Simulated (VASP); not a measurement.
Wanted: the native input for a VASP 6.6.1 run.

| Item | Value |
| --- | --- |
| Task | single point |
| Functional | PBE |
| Potentials or basis | VASP PAW PBE potentials, release 64 (Si, C) |
| Cutoff | 520 eV |
| k mesh | 12 × 12 × 12 |
| Occupations | gaussian, width 0.05 eV |
| Spin | no spin polarisation |
| Dipole correction | no |
| Further INCAR settings | ALGO = Normal; EDIFF = 1e-06; NBANDS = 11 |

The structure of SiC lies in POSCAR:

```
SiC
1.0
    0.0000000000      2.1320637986      2.1320637986
    2.1320637986      0.0000000000      2.1320637986
    2.2507486834      2.2507486834     -0.1186848848
Si C
1 1
Direct
    0.0000000000      0.0000000000      0.0000000000
    0.7500000000      0.7500000000      0.7500000000
```

These files were run (other wordings do the same):

INCAR

```
SYSTEM = SiC
ALGO = Normal
EDIFF = 1E-6
ENCUT = 520
GGA = PE
ISIF = 2
ISMEAR = 0
LASPH = .TRUE.
LCHARG = .FALSE.
LREAL = .FALSE.
LWAVE = .FALSE.
NBANDS = 11
NELM = 80
PREC = Accurate
SIGMA = 0.05
```

KPOINTS

```
k-points
0
G
  12 12 12
  0 0 0
```

Potentials or basis: VASP PAW PBE potentials, release 64 (Si, C).

Run with:

```bash
$ cat potpaw_PBE.64/Si/POTCAR potpaw_PBE.64/C/POTCAR > POTCAR
$ mpirun -np 1 vasp_std > vasp.out
```

It gave:

* Pressure: 1.8 GPa
* Largest force: 0.416 eV/Å
* Band gap on the k mesh: 1.10 eV, indirect (least direct gap 4.02 eV)

It took 48 s on 1 thread of Intel Xeon 6975P-C, on a shared host, peak memory 0.16 GiB.
